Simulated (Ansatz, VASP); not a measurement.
**One calculation of ZrS, two programs**

File INCAR:

```
SYSTEM = ZrS
PREC = Accurate
ENCUT = 600
EDIFF = 1E-6
ISMEAR = 0
SIGMA = 0.1
LREAL = .FALSE.
LASPH = .TRUE.
NELM = 80
ALGO = Normal
ISIF = 3
LWAVE = .FALSE.
LCHARG = .FALSE.
GGA = CA
IBRION = 2
NSW = 100
EDIFFG = -0.005
```

The input KPOINTS:

```
regular mesh
0
G
  14 14 14
  0 0 0
```

The input POSCAR:

```
ZrS
1.0
    0.0000000000      2.5690932212      2.5690932212
    2.5690932212      0.0000000000      2.5690932212
    2.5690932212      2.5690932212      0.0000000000
Zr S
1 1
Direct
    0.0000000000      0.0000000000      0.0000000000
    0.5000000000      0.5000000000      0.5000000000
```

Input for Ansatz:

```yaml
crystal:
  lattice:
    - [0.0, 2.5690932215, 2.5690932215]
    - [2.5690932215, 0.0, 2.5690932215]
    - [2.5690932215, 2.5690932215, 0.0]
  atoms:
    - { symbol: Zr, position: [0.0, 0.0, 0.0] }
    - { symbol: S, position: [0.5, 0.5, 0.5] }
basis:
  ecutwfc: 420
kpoints:
  mp_grid: { grid: [14, 14, 14] }
hamiltonian:
  xc: lda
scf:
  occupations: { method: gaussian, width: 0.1 }
output:
  forces: true
  stress: true
  eigenvalues: true
relax:
  adjacent_minimum: "off"
  f_tol: 0.005
  max_steps: 80
  cell: { stress_tol: 0.05 }
```

Alike in both runs: task relaxation of cell and atoms; functional LDA; k mesh 14 × 14 × 14; occupations gaussian, width 0.1 eV; no spin polarisation.

```csv
,VASP,Ansatz
version,VASP 6.6.1,Ansatz 0.2.0
potentials or method,"VASP PAW LDA potentials, release 64 (Zr_sv, S), cutoff 600 eV","scalar-relativistic, plane waves, PAW"
valence electrons in the cell,18,18
```

Ansatz gave:

```
gap on the k mesh at the Fermi level, each at its own relaxed structure (eV) : none
relaxed volume (Å³/atom)                                                     : 16.91
relaxed cell length with the largest relative difference (Å)                 : 3.630
```

Problem. Which values does VASP return?

Solution. gap on the k mesh at the Fermi level, each at its own relaxed structure (eV): none; relaxed volume (Å³/atom): 16.94; relaxed cell length with the largest relative difference (Å): 3.632.

LDA's correlation is that of Perdew and Zunger in VASP and of Perdew and Wang (1992) in Ansatz. A gap of «none» marks a metal or a gap that the smearing closes.

Noted on VASP's run: too few bands were computed for a metal, which touches its energy and stress.
